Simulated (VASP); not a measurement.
MgS, 2 atoms in the cell. It takes space group P4/mmm (No. 123, tetragonal). The conventional cell has a = 3.120 Å, b = 3.120 Å, c = 4.230 Å, α = 90.00°, β = 90.00°, γ = 90.00°. Within 4.0 Å of Mg (site symmetry 4/mmm) lie 8 S at 3.06 Å and 4 Mg at 3.12 Å. Within 4.0 Å of S (site symmetry 4/mmm) lie 8 Mg at 3.06 Å and 4 S at 3.12 Å. 

| Quantity | Value |
| --- | --- |
| Program | VASP 6.6.1 |
| Task | relaxation of cell and atoms |
| Functional | PBE |
| Potentials or basis | VASP PAW PBE potentials, release 64 (Mg, S) |
| Cutoff | 600 eV |
| k mesh | 6 × 6 × 4 |
| Occupations | gaussian, width 0.1 eV |
| Spin | no spin polarisation |
| Dipole correction | no |
| Further INCAR settings | ALGO = Normal; EDIFF = 1e-06; IBRION = 2; EDIFFG = -0.04; NSW = 90; ISIF = 3 |

Potentials or basis: VASP PAW PBE potentials, release 64 (Mg, S).

The run is started by

```bash
$ cat potpaw_PBE.64/Mg/POTCAR potpaw_PBE.64/S/POTCAR > POTCAR
$ mpirun -np 1 vasp_std > vasp.out
```

Hardware: 1 thread of Intel Xeon 8259CL, on a shared host.

Task: Estimate the wall time of this run.

Result: Run time: 91 s on 1 thread of Intel Xeon 8259CL (shared host), peak memory 0.18 GiB. Counts: scf iterations 56, k points 30, ion steps 8.
